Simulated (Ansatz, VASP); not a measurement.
**CuF: VASP beside Ansatz**

```
CELL_PARAMETERS angstrom
3.47321 0.00000 0.00000
-1.73661 3.00789 0.00000
0.00000 0.00000 5.03118
ATOMIC_POSITIONS crystal
Cu 0.33333 0.66667 0.25000
Cu 0.66667 0.33333 0.75000
F 0.66667 0.33333 0.25000
F 0.33333 0.66667 0.75000
```

Alike in both runs: task single point; functional r2SCAN; k mesh 9 × 9 × 4; occupations fermi-dirac, width 0.02 eV; no spin polarisation.

|  | VASP | Ansatz |
| --- | --- | --- |
| version | VASP 6.6.1 | Ansatz 0.2.0 |
| potentials or method | VASP PAW PBE potentials, release 64 (Cu, F) | plane waves, PAW |
| plane-wave cutoff (eV) | 520 | 500 |
| valence electrons in the cell | 36 | 52 |

```tsv
	VASP	Ansatz	Ansatz less VASP
pressure (GPa)	2.8	2.5	-0.30
traceless stress, the component that is largest in VASP (GPa)	-1.60	-1.06	+0.539
```

VASP's potentials were made for PBE, not for r2SCAN. VASP's potentials hold 36 valence electrons a cell and Ansatz's 52, so a difference there can come from the potentials and not from the codes.
